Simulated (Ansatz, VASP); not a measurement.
## Two plane-wave programs on GaP

```
Ga P
1.0
     0.00000    5.50512   -5.50512
     5.50512    5.50512    0.00000
     5.50512    0.00000   -5.50512
Ga P
8 8
Direct
  0.50000 0.50000 0.00000
  0.50000 0.00000 0.00000
  0.00000 0.50000 0.00000
  0.00000 0.00000 0.00000
  0.50000 0.50000 0.50000
  0.50000 0.00000 0.50000
  0.00000 0.50000 0.50000
  0.00000 0.00000 0.50000
  0.37500 0.37500 0.37500
  0.37500 0.87500 0.37500
  0.87500 0.37500 0.37500
  0.87500 0.87500 0.37500
  0.37500 0.37500 0.87500
  0.37500 0.87500 0.87500
  0.87500 0.37500 0.87500
  0.87500 0.87500 0.87500
```

Alike in both runs: task single point; functional PBE; k mesh 2 × 2 × 2; occupations gaussian, width 0.01 eV; no spin polarisation.

|  | VASP | Ansatz |
| --- | --- | --- |
| version | VASP 6.6.1 | Ansatz 0.2.0 |
| potentials or method | VASP PAW PBE potentials, release 64 (Ga_d, P), cutoff 520 eV | scalar-relativistic, plane waves, PAW |
| valence electrons in the cell | 144 | 144 |

|  | VASP | Ansatz | Ansatz less VASP |
| --- | --- | --- | --- |
| gap on the k mesh at the Fermi level (eV) | 1.56 | 1.57 | +0.002 |
| least direct gap on the mesh (eV) | 1.56 | 1.57 | +0.002 |
| pressure (GPa) | 0.4 | 0.4 | -0.01 |

The k mesh is coarse, so the values compare programs but aren't converged.
